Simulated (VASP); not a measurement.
Input of a VASP 6.6.1 run:

Contents of INCAR:

```
  ALGO = Normal
  EDIFF = 1E-6
  EDIFFG = -0.01
  ENCUT = 600
  GGA = PE
  IBRION = 2
  ISIF = 3
  ISMEAR = 0
  LASPH = True
  LCHARG = False
  LREAL = False
  LWAVE = False
  NELM = 100
  NSW = 50
  PREC = Accurate
  SIGMA = 0.05
```

The input KPOINTS:

```
k-points
0
Gamma
  14 14 8
```

File POSCAR:

```
Hg
1.0
    3.5965118967      0.0000000000      0.0000000000
   -1.7982559484      3.1146706676      0.0000000000
    0.0000000000      0.0000000000      5.5880038684
Hg
2
Direct
    0.3333333333      0.6666666667      0.7500000000
    0.6666666667      0.3333333333      0.2500000000
```

Potentials or basis: VASP PAW PBE potentials, release 64 (Hg).

Launch:

```sh
$ cat potpaw_PBE.64/Hg/POTCAR > POTCAR
$ mpirun -np 1 vasp_std > vasp.out
```

Estimate the relaxed volume.

31.61 Å³/atom.

Predict the band gap on the k mesh.

0.36 eV, indirect (least direct gap 1.31 eV).

What does it give for the relaxed cell?

a = 3.608 Å, b = 3.608 Å, c = 5.609 Å, α = 90.00°, β = 90.00°, γ = 120.00°.

Estimate the space group after relaxing (to 0.05 Å).

P6_3/mmc (No. 194).

Step by step:
```
step  energy change (eV)  largest force (eV/Å)  pressure (GPa)  volume (Å³)
   1              0.0000                0.0000            0.09        62.60
   2             -0.0001                0.0000            0.07        62.75
   3             -0.0002                0.0000            0.02        63.23
```

Caveat: spin-orbit coupling is left out, which moves the levels of the heavy elements. A k mesh can miss the band edges.
